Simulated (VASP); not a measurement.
Runs of VASP 6.6.1 on CaTi6. The structure is that of space group Fm-3m (No. 225), or close to it. The cells are those of the table. 

```csv
task,cell,k mesh,cutoff (eV),gap on the mesh (eV),pressure (GPa),relaxed volume (Å³/atom)
relaxation of cell and atoms,"relaxed from a = 5.456 Å, angles 60.0°, 7 atoms",4 × 4 × 4,600,none,0.1,20.65
relaxation of cell and atoms,"relaxed from a = 5.898 Å, angles 60.0°, 7 atoms",8 × 8 × 8,600,none,0.0,(a)
single point,"a = 5.898 Å, angles 60.0°, 7 atoms",8 × 8 × 8,520,none,-0.1,-
single point,"a = 5.898 Å, angles 60.0°, 7 atoms",4 × 4 × 4,520,none,-0.1,-
```

Alike in all rows: level PBE; potentials or basis VASP PAW PBE potentials, release 64 (Ca_sv, Ti_sv); no spin polarisation; smearing gaussian 0.1 eV.

Question: Estimate the missing entries.

Answer: (a) 20.69.

Caveats: the volume moved by over 15 % at a fixed basis, so the end points are rough (some runs).

A gap of «none» marks levels without a gap at the run's occupations.
